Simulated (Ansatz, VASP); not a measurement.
# One calculation of ZnS, two programs

```
Zn S
1.0
     3.79505    0.00000    0.00000
    -1.89752    3.28661    0.00000
     0.00000    0.00000    6.23489
Zn S
2 2
Direct
  0.33333 0.66667 0.00158
  0.66667 0.33333 0.50158
  0.33333 0.66667 0.37542
  0.66667 0.33333 0.87542
```

Alike in both runs: functional PBE; dispersion D3(BJ); k mesh 9 × 9 × 6; occupations gaussian, width 0.02 eV; no spin polarisation.

Ansatz relaxed the structure, and its values are those at the end. VASP's run is a single point on that final structure, the one shown.

```csv
,VASP,Ansatz
version,VASP 6.6.1,Ansatz 0.2.0
potentials or method,"VASP PAW PBE potentials, release 64 (Zn, S), cutoff 500 eV","scalar-relativistic, plane waves, PAW"
valence electrons in the cell,36,36
```

|  | VASP | Ansatz | Ansatz less VASP |
| --- | --- | --- | --- |
| gap on the k mesh at the Fermi level (eV) | 2.25 | 2.24 | -0.009 |
| least direct gap on the mesh (eV) | 2.25 | 2.24 | -0.009 |
| pressure (GPa) | 0.2 | 0.0 | -0.16 |
